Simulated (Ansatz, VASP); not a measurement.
# SnTe3: VASP beside Ansatz

Contents of INCAR:

```
SYSTEM = SnTe3
ALGO = Normal
EDIFF = 1E-6
ENCUT = 520
GGA = CA
ISIF = 2
ISMEAR = 0
LASPH = .True.
LCHARG = .False.
LREAL = .False.
LWAVE = .False.
NBANDS = 24
NELM = 80
PREC = Accurate
SIGMA = 0.1
```

File KPOINTS:

```
k-points
0
Gamma
  10 10 10
  0 0 0
```

Contents of POSCAR:

```
SnTe3
1.0
    0.0000000000      3.8994450681      3.8994450681
    3.8994450681      0.0000000000      3.8994450681
    3.8994450681      3.8994450681      0.0000000000
Sn Te
1 3
Direct
    0.0000000000      0.0000000000      0.0000000000
    0.2500000000      0.2500000000      0.2500000000
    0.7500000000      0.7500000000      0.7500000000
    0.5000000000      0.5000000000      0.5000000000
```

Input for Ansatz:

```yaml
crystal:
  lattice:
    - [0.0, 3.8994450681, 3.8994450681]
    - [3.8994450681, 0.0, 3.8994450681]
    - [3.8994450681, 3.8994450681, 0.0]
  atoms:
    - { symbol: Sn, position: [0.0, 0.0, 0.0] }
    - { symbol: Te, position: [0.25, 0.25, 0.25] }
    - { symbol: Te, position: [0.75, 0.75, 0.75] }
    - { symbol: Te, position: [0.5, 0.5, 0.5] }
basis:
  ecutwfc: 420
kpoints:
  mp_grid: { grid: [10, 10, 10] }
hamiltonian:
  xc: lda
scf:
  occupations: { method: gaussian, width: 0.1 }
output:
  forces: true
  stress: true
  eigenvalues: true
```

Alike in both runs: task single point; functional LDA; k mesh 10 × 10 × 10; occupations gaussian, width 0.1 eV; no spin polarisation.

```csv
,VASP,Ansatz
version,VASP 6.6.1,Ansatz 0.2.0
potentials or method,"VASP PAW LDA potentials, release 64 (Sn_d, Te), cutoff 520 eV","scalar-relativistic, plane waves, PAW"
valence electrons in the cell,32,62
```

```tsv
	VASP	Ansatz	Ansatz less VASP
gap on the k mesh at the Fermi level (eV)	none	none	-
pressure (GPa)	-5.1	-5.1	0.00
```

LDA's correlation is that of Perdew and Zunger in VASP and of Perdew and Wang (1992) in Ansatz. A gap of «none» marks a metal or a gap that the smearing closes. VASP's potentials hold 32 valence electrons a cell and Ansatz's 62, so a difference there can come from the potentials and not from the codes.

Neither program's run includes spin-orbit coupling.
